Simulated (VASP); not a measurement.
BiOs, 2 atoms in the cell. Symmetry: F-43m, No. 216, cubic system. Conventional cell: a = 6.091 Å, b = 6.091 Å, c = 6.091 Å, α = 90.00°, β = 90.00°, γ = 90.00°. Within 3.5 Å of Os (site symmetry -43m) lie 4 Bi at 2.64 Å. Within 3.5 Å of Bi (site symmetry -43m) lie 4 Os at 2.64 Å. 

| Property | Result |
| --- | --- |
| Program | VASP 6.6.1 |
| Task | single point |
| Functional | PBEsol |
| Potentials or basis | VASP PAW PBE potentials, release 64 (Os, Bi_d) |
| Cutoff | 520 eV |
| k mesh | 10 × 10 × 10 |
| Occupations | gaussian, width 0.05 eV |
| Spin | no spin polarisation |
| Dipole correction | no |
| Further INCAR settings | ALGO = Normal; EDIFF = 1e-06; NBANDS = 18 |

Potentials or basis: VASP PAW PBE potentials, release 64 (Os, Bi_d).

Run with:

```console
$ cat potpaw_PBE.64/Os/POTCAR potpaw_PBE.64/Bi_d/POTCAR > POTCAR
$ mpirun -np 1 vasp_std > vasp.out
```

Hardware: 1 thread of Intel Xeon 8259CL, on a shared host.

**Question.** How long does it take, and how much memory?

**Answer.** It took 68 s on 1 thread of Intel Xeon 8259CL (shared host), peak memory 0.18 GiB. Counts: scf iterations 12, k points 47.
